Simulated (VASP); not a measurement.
# Ba (I4/mmm) in VASP: single point with PBE

Aim: the single point of Ba with PBE.

Program: VASP 6.6.1. These are calculated values, not measurements. Logs are shortened: lines on timing, memory, paths and dates and some standing lists are left out, and cuts for length are marked.

## (1) The cell of the first run

The structure is tetragonal, space group I4/mmm (No. 139). The conventional cell has a = 5.045 Å, b = 5.045 Å, c = 4.870 Å, α = 90.00°, β = 90.00°, γ = 90.00°. Within 5.7 Å of Ba (site symmetry 4/mmm) lie 14 Ba at 4.32 to 5.04 Å.

## (2) Single point, PBE

Input file INCAR:

```
SYSTEM = Ba
ALGO = Fast ; EDIFF = 1E-6
ENCUT = 520 ; GGA = PE
ISIF = 2 ; ISMEAR = 0
LASPH = .True. ; LCHARG = .True.
LELF = .True. ; LREAL = .False.
LVHAR = .True. ; LWAVE = .False.
NBANDS = 11 ; NELM = 80
PREC = Accurate ; SIGMA = 0.1
```

Input file KPOINTS:

```
k-points
0
Gamma
  8 8 8
  0 0 0
```

Input file POSCAR:

```
Ba
1.0
   -2.5224459722      2.5224459722      2.4349960213
    2.5224459722     -2.5224459722      2.4349960213
    2.5224459722      2.5224459722     -2.4349960213
Ba
1
Direct
    0.0000000000      0.0000000000      0.0000000000
```

Potentials or basis: VASP PAW PBE potentials, release 64 (Ba_sv).

Run with:

```sh
> cat potpaw_PBE.64/Ba_sv/POTCAR > POTCAR
> mpirun -np 1 vasp_std > vasp.out
```

OUTCAR:

```text
SYSTEM = Ba
   EDIFF = 1E-6
   ENCUT = 520
   GGA = PE
   ISIF = 2
   ISMEAR = 0
   LASPH = .True.
   LREAL = .False.
   NELM = 80
   PREC = Accurate

 ion  position               nearest neighbor table
   1  0.000  0.000  0.000-

  LATTYP: Found a body centered tetragonal cell.
 ALAT       =     5.0448919444
 C/A-ratio  =     0.9653312888

  Lattice vectors:

 A1 = (  -2.5224459722,   2.5224459722,   2.4349960213)
 A2 = (   2.5224459722,  -2.5224459722,   2.4349960213)
 A3 = (   2.5224459722,   2.5224459722,  -2.4349960213)

Analysis of symmetry for initial positions (statically):
=====================================================================
 Subroutine PRICEL returns:
 Original cell was already a primitive cell.

 Routine SETGRP: Setting up the symmetry group for a
 body centered tetragonal supercell.

 Subroutine GETGRP returns: Found 16 space group operations
 (whereof 16 operations were pure point group operations)
 out of a pool of 16 trial point group operations.

The static configuration has the point symmetry D_4h.

Analysis of symmetry for dynamics (positions and initial velocities):
=====================================================================
 Subroutine PRICEL returns:
 Original cell was already a primitive cell.

 Routine SETGRP: Setting up the symmetry group for a
 body centered tetragonal supercell.

 Subroutine GETGRP returns: Found 16 space group operations
 (whereof 16 operations were pure point group operations)
 out of a pool of 16 trial point group operations.

The dynamic configuration has the point symmetry D_4h.

 Subroutine INISYM returns: Found 16 space group operations
 (whereof 16 operations are pure point group operations),
 and found     1 'primitive' translations

----------------------------------------------------------------------------------------

                                     Primitive cell

  volume of cell :      61.9729

  direct lattice vectors                    reciprocal lattice vectors
    -2.522445972  2.522445972  2.434996021     0.000000000  0.198220301  0.205339145
     2.522445972 -2.522445972  2.434996021     0.198220301  0.000000000  0.205339145
     2.522445972  2.522445972 -2.434996021     0.198220301  0.198220301  0.000000000

  length of vectors
     4.319105577  4.319105577  4.319105577     0.285404015  0.285404015  0.280325838

  position of ions in fractional coordinates (direct lattice)
     0.000000000  0.000000000  0.000000000

  ion indices of the primitive-cell ions
   primitive index   ion index
                 1           1

----------------------------------------------------------------------------------------

 KPOINTS: k-points

Automatic generation of k-mesh.
 Grid dimensions read from file:
 generate k-points for:    8    8    8

 Generating k-lattice:

  Cartesian coordinates                     Fractional coordinates (reciprocal lattice)
     0.000000000  0.024777538  0.025667393     0.125000000 -0.000000000  0.000000000
     0.024777538  0.000000000  0.025667393    -0.000000000  0.125000000  0.000000000
     0.024777538  0.024777538  0.000000000     0.000000000  0.000000000  0.125000000

  Length of vectors
     0.035675502  0.035675502  0.035040730

  Shift w.r.t. Gamma in fractional coordinates (k-lattice)
     0.000000000  0.000000000  0.000000000

 Subroutine IBZKPT returns following result:
 ===========================================

 Found     59 irreducible k-points:

 Following reciprocal coordinates:
            Coordinates               Weight
  0.000000  0.000000  0.000000      1.000000
  0.125000 -0.000000  0.000000      8.000000
  0.250000 -0.000000  0.000000      8.000000
  0.375000 -0.000000  0.000000      8.000000
  0.500000 -0.000000  0.000000      4.000000
  0.125000  0.125000  0.000000      8.000000
[... 16 lines left out ...]
  0.250000  0.125000  0.125000     16.000000
  0.375000  0.125000  0.125000      8.000000
 [... further k-points ...]
   k-points           NKPTS =     59   k-points in BZ     NKDIM =     59   number of bands    NBANDS=     11
   number of dos      NEDOS =    301   number of ions     NIONS =      1
   total plane-waves  NPLWV =  32768
   dimension x,y,z NGX =    32 NGY =   32 NGZ =   32
   dimension x,y,z NGXF=    64 NGYF=   64 NGZF=   64
   ions per type =               1
   NGX,Y,Z   is equivalent  to a cutoff of  12.32, 12.32, 12.32 a.u.
   NGXF,Y,Z  is equivalent  to a cutoff of  24.63, 24.63, 24.63 a.u.
 SYSTEM =  Ba
   PREC   = accura    normal or accurate (medium, high low for compatibility)
   ISTART =      0    job   : 0-new  1-cont  2-samecut
   ICHARG =      2    charge: 1-file 2-atom 10-const
   ISPIN  =      1    spin polarized calculation?
   LNONCOLLINEAR =      F non collinear calculations
   LSORBIT =      F    spin-orbit coupling
   LASPH  =      T    aspherical Exc in radial PAW
   ENCUT  =  520.0 eV  38.22 Ry    6.18 a.u.   8.03  8.03  8.03*2*pi/ulx,y,z
   NELM   =     80;   NELMIN=  2; NELMDL= -5     # of ELM steps
   EDIFF  = 0.1E-05   stopping-criterion for ELM
   LREAL  =      F    real-space projection
   EDIFFG = 0.1E-04   stopping-criterion for IOM
   NSW    =      0    number of steps for IOM
   IBRION =     -1    ionic relax: 0-MD 1-quasi-New 2-CG
   NFREE  =      0    steps in history (QN), initial steepest desc. (CG)
   ISIF   =      2    stress and relaxation
   ISYM   =      2    0-nonsym 1-usesym 2-fastsym
   POTIM  = 0.5000    time-step for ionic-motion
   TEBEG  =    0.0;   TEEND  =   0.0 temperature during run
   PSTRESS=    0.0 pullay stress
   NELECT =      10.0000    total number of electrons
   NUPDOWN=      -1.0000    fix difference up-down
   EMIN   =  10.00;   EMAX   =-10.00  energy-range for DOS
   EFERMI =   0.00;   METHOD = LEGACY
   ISMEAR =     0;   SIGMA  =   0.10  broadening in eV -4-tet -1-fermi 0-gaus
   EFERMI_NEDOS =   21; number of points for ismear=-14 and -15
   IALGO  =     68    algorithm
   IMIX   =      4    mixing-type and parameters
     AMIX     =   0.40;   BMIX     =  1.00
     AMIX_MAG =   1.60;   BMIX_MAG =  1.00
  volume/ion in A,a.u.               =      61.97       418.21
  Fermi-wavevector in a.u.,A,eV,Ry     =   0.891266  1.684249 10.807865  0.794356
  Thomas-Fermi vector in A             =   2.013064
   LORBIT       =      0    0 simple, 1 ext, 2 COOP (PROOUT), +10 PAW based schemes
   GGA     = PE    functional components
   LHFCALC =     F    Hartree Fock is set to
   AEXX    =    0.0000 exact exchange contribution
   IVDW    =     0    specifies the selected vdW correction
   LEPSILON=     F    determine dielectric tensor
   LRPA    =     F    only Hartree local field effects (RPA)
 non-spin polarized calculation
 RMM-DIIS sequential band-by-band and
 Gauss-broadening in eV      SIGMA  =   0.10
  energy-cutoff  :      520.00
  volume of cell :       61.97
 maximum number of plane-waves:      1701
   NGX = 17   NGY = 17   NGZ = 17

 number of electron      10.0000000 magnetization

 number of electron       9.9999999 magnetization

 Free energy of the ion-electron system (eV)
  ---------------------------------------------------
  ext. energy  EPLUGINS =         0.00000000
  ---------------------------------------------------
  free energy    TOTEN  =        -1.91321649 eV

  energy without entropy =       -1.90905112  energy(sigma->0) =       -1.91113381

 E-fermi :   1.6750     XC(G=0):  -7.4612

 val. band max:        1.6475501183   @ k =  -0.3750  -0.3750   0.2500
 cond. band min:       1.7984300615   @ k =   0.2500   0.2500   0.1250
 fundamental gap:      0.1508799432
 Fermi energy:         1.6749864710

 k-point     1 :       0.0000    0.0000    0.0000
  band No.  band energies     occupation
      1     -27.1562      2.00000
      2     -12.0966      2.00000
      3     -12.0966      2.00000
      4     -12.0951      2.00000
      5      -1.0569      2.00000
      6       3.4101      0.00000
      7       3.6292      0.00000
      8       3.6292      0.00000
      9       4.8073      0.00000
     10       5.1300      0.00000
     11       8.5957      0.00000

 k-point     2 :       0.1250   -0.0000    0.0000
  band No.  band energies     occupation
      1     -27.1493      2.00000
      2     -12.1717      2.00000
      3     -12.1205      2.00000
      4     -12.0972      2.00000
      5      -0.7606      2.00000
      6       3.2662      0.00000
      7       3.4520      0.00000
      8       3.8362      0.00000
      9       4.7022      0.00000
     10       4.9465      0.00000
     11       9.0285      0.00000

 k-point     3 :       0.2500   -0.0000    0.0000
  band No.  band energies     occupation
      1     -27.1327      2.00000
      2     -12.3474      2.00000
      3     -12.1773      2.00000
      4     -12.1006      2.00000
      5      -0.0178      2.00000
      6       2.8166      0.00000
      7       2.8969      0.00000
      8       4.6980      0.00000
      9       4.8113      0.00000
     10       5.0018      0.00000
     11       9.0383      0.00000

 k-point     4 :       0.3750   -0.0000    0.0000
  band No.  band energies     occupation
      1     -27.1159      2.00000
      2     -12.5135      2.00000
      3     -12.2329      2.00000
      4     -12.1040      2.00000
      5       0.6524      2.00000
      6       2.4526      0.00000
      7       2.7533      0.00000
      8       5.0284      0.00000
      9       5.3502      0.00000
     10       6.0087      0.00000
     11       7.9803      0.00000
[... 239 lines left out ...]
 k-point    22 :       0.1250    0.1250    0.1250
  band No.  band energies     occupation
      1     -27.1255      2.00000
      2     -12.4166      2.00000
      3     -12.1609      2.00000
      4     -12.1530      2.00000
      5       0.4394      2.00000
      6       2.5050      0.00000
      7       2.5943      0.00000
      8       4.9899      0.00000
      9       5.1137      0.00000
     10       5.5960      0.00000
     11       9.6607      0.00000

 k-point    23 :       0.2500    0.1250    0.1250
  band No.  band energies     occupation
      1     -27.1129      2.00000
      2     -12.4924      2.00000
      3     -12.2457      2.00000
      4     -12.1702      2.00000
      5       1.2013      2.00000
      6       2.2812      0.00000
      7       2.3980      0.00000
      8       5.2346      0.00000
      9       5.4555      0.00000
     10       6.7453      0.00000
     11       7.9525      0.00000

 k-point    24 :       0.3750    0.1250    0.1250
  band No.  band energies     occupation
      1     -27.1077      2.00000
      2     -12.5109      2.00000
      3     -12.2954      2.00000
      4     -12.1751      2.00000
      5       1.3809      1.99997
      6       2.2003      0.00000
      7       2.7024      0.00000
      8       5.2496      0.00000
      9       5.6835      0.00000
     10       6.8263      0.00000
     11       7.5908      0.00000

 [... further k-points ...]

------------------------ aborting loop because EDIFF is reached ----------------------------------------

  FORCE on cell =-STRESS in cart. coord.  units (eV):
  Direction    XX          YY          ZZ          XY          YZ          ZX
  --------------------------------------------------------------------------------------
  -------------------------------------------------------------------------------------
  Total        0.0479354      0.0479354      0.1274594      0.0000000     -0.0000000      0.0000000
  in kB        1.2392659      1.2392659      3.2951899      0.0000000     -0.0000000      0.0000000
  external PRESSURE =       1.9245739 kB  Pullay stress =       0.0000000 kB

 VOLUME and BASIS-vectors are now :
 -----------------------------------------------------------------------------
  energy-cutoff  :      520.00
  volume of cell :       61.97
      direct lattice vectors                 reciprocal lattice vectors
    -2.522445972  2.522445972  2.434996021     0.000000000  0.198220301  0.205339145
     2.522445972 -2.522445972  2.434996021     0.198220301  0.000000000  0.205339145
     2.522445972  2.522445972 -2.434996021     0.198220301  0.198220301  0.000000000

 POSITION                                       TOTAL-FORCE (eV/Angst)
 -----------------------------------------------------------------------------------
      0.00000      0.00000      0.00000        -0.000000     -0.000000      0.000000
 -----------------------------------------------------------------------------------
    total drift:                               -0.000000     -0.000000     -0.000000

  FREE ENERGIE OF THE ION-ELECTRON SYSTEM (eV)
  ---------------------------------------------------
  free  energy   TOTEN  =        -1.9132164945 eV

  energy  without entropy=       -1.9090511209  energy(sigma->0) =       -1.91113381
```

It took 16 s on 1 thread of Intel Xeon Platinum 8488C (Sapphire Rapids), shared host; peak memory 0.2 GiB.

Results:

* Free energy: -1.9132 eV
* Pressure: 0.2 GPa
* Band gap on the k mesh: zero (band 5 reaches 2.20 eV, above the bottom of band 6 at 1.16 eV)

Caveat: spin-orbit coupling is left out, which moves the levels of the heavy elements.
